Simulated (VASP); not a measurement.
Here is a VASP 6.6.1 calculation.

INCAR

```
SYSTEM = Ge
PREC     = Accurate       ! precision mode
ENCUT    = 520            ! plane-wave cutoff, eV
EDIFF    = 1E-6           ! SCF threshold, eV
ISMEAR   = -1             ! smearing method
SIGMA    = 0.1            ! smearing width, eV
LREAL    = .FALSE.        ! projectors in reciprocal space
LASPH    = .TRUE.         ! aspherical terms in the spheres
NELM     = 80             ! most SCF steps
ALGO     = Normal         ! electronic algorithm
ISIF     = 2              ! what is computed and relaxed
LWAVE    = .FALSE.        ! write WAVECAR
LCHARG   = .TRUE.         ! write CHGCAR
LELF     = .TRUE.         ! ELF
LVHAR    = .TRUE.       
NBANDS   = 21             ! bands
```

Contents of KPOINTS:

```
regular mesh
0
G
  18 18 10
  0 0 0
```

File POSCAR:

```
Ge
1.0
    2.3424009860      0.0000000000      0.0000000000
   -1.1712004930      2.0285787598      0.0000000000
    0.0000000000      0.0000000000      3.8340493689
Ge
2
Direct
    0.3333333333      0.6666666667      0.2500000000
    0.6666666667      0.3333333333      0.7500000000
```

Potentials or basis: VASP PAW LDA potentials, release 64 (Ge_d).

Run with:

```bash
$ cat potpaw_LDA.64/Ge_d/POTCAR > POTCAR
$ mpirun -np 1 vasp_std > vasp.out
```

Question: What does it give for the pressure?

Answer: 242.7 GPa.

Question: Predict the band gap on the k mesh.

Answer: Zero (bands 14 and 15 overlap by 18.52 eV).

Caveat: the cell stands under pressure.
